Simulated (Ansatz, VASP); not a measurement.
CuF: VASP beside Ansatz

Contents of INCAR:

```
PREC = Accurate ; ENCUT = 520
EDIFF = 1E-7 ; ISMEAR = 1
SIGMA = 0.001 ; LREAL = False
LASPH = True ; NELM = 80
ALGO = Normal ; ISIF = 2
LWAVE = False ; LCHARG = False
GGA = PE ; NBANDS = 26
```

KPOINTS

```
regular mesh
0
Gamma
  9 9 4
```

Contents of POSCAR:

```
CuF
1.0
    2.7625361970      0.0000000000      0.0000000000
   -1.3812680985      2.3924265254      0.0000000000
    0.0000000000      0.0000000000      6.4019833364
Cu F
2 2
Direct
    0.0000000000      0.0000000000      0.0000000000
    0.0000000000      0.0000000000      0.5000000000
    0.3333333333      0.6666666667      0.2500000000
    0.6666666667      0.3333333333      0.7500000000
```

Input for Ansatz:

```yaml
crystal:
  lattice:
    - [2.762536197, 0.0, 0.0]
    - [-1.3812680985, 2.3924265254, 0.0]
    - [0.0, 0.0, 6.4019833364]
  atoms:
    - { symbol: Cu, position: [0.0, 0.0, 0.0] }
    - { symbol: Cu, position: [0.0, 0.0, 0.5] }
    - { symbol: F, position: [0.3333333333, 0.6666666667, 0.25] }
    - { symbol: F, position: [0.6666666667, 0.3333333333, 0.75] }
kpoints:
  mp_grid: { grid: [9, 9, 4] }
hamiltonian:
  xc: pbe
scf:
  occupations: { method: methfessel_paxton, width: 0.001 }
  n_extra_bands: 5
output:
  forces: true
  stress: true
  eigenvalues: true
```

Alike in both runs: task single point; functional PBE; k mesh 9 × 9 × 4; occupations methfessel-paxton of order 1, width 0.001 eV; no spin polarisation.

```csv
,VASP,Ansatz
version,VASP 6.6.1,Ansatz 0.2.0
potentials or method,"VASP PAW PBE potentials, release 64 (Cu, F)",plane waves
plane-wave cutoff (eV),520,420
valence electrons in the cell,36,52
```

VASP gave:

- pressure (GPa): 6.2
- traceless stress, the component that is largest in VASP (GPa): 1.95

Question: What did Ansatz give for the same quantities?

Answer: Pressure (GPa): 6.3; traceless stress, the component that is largest in VASP (GPa): 1.95.

VASP's potentials hold 36 valence electrons a cell and Ansatz's 52, so a difference there can come from the potentials and not from the codes.
